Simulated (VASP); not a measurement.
Ge, 2 atoms in the cell. The structure is hexagonal, space group P6_3/mmc (No. 194). The conventional cell has a = 2.793 Å, b = 2.793 Å, c = 4.571 Å, α = 90.00°, β = 90.00°, γ = 120.00°. Within 3.7 Å of Ge (site symmetry -6m2) lie 12 Ge at 2.79 to 2.80 Å. This isn't the form of Ge at room conditions, which is diamond.

| Property | Result |
| --- | --- |
| Program | VASP 6.6.1 |
| Task | relaxation of cell and atoms |
| Functional | PBE |
| Potentials or basis | VASP PAW PBE potentials, release 64 (Ge_d) |
| Cutoff | 600 eV |
| k mesh | 16 × 16 × 9 |
| Occupations | fermi-dirac, width 0.05 eV |
| Spin | no spin polarisation |
| Target pressure | 24 GPa |
| Dipole correction | no |
| Further INCAR settings | ALGO = Normal; EDIFF = 1e-06; IBRION = 2; EDIFFG = -0.005; NSW = 32; ISIF = 3 |

Potentials or basis: VASP PAW PBE potentials, release 64 (Ge_d).

Launch:

```sh
$ cat potpaw_PBE.64/Ge_d/POTCAR > POTCAR
$ mpirun -np 1 vasp_std > vasp.out
```

Hardware: 1 thread of AMD EPYC 7R13 Processor (Zen 3), on a shared host.

Problem. How long does it take, and how much memory?

Solution. Wall time 4.5 min on 1 thread of AMD EPYC 7R13 Processor (Zen 3), on a shared host, peak memory 0.19 GiB. Counts: scf iterations 58, k points 150, ion steps 18.
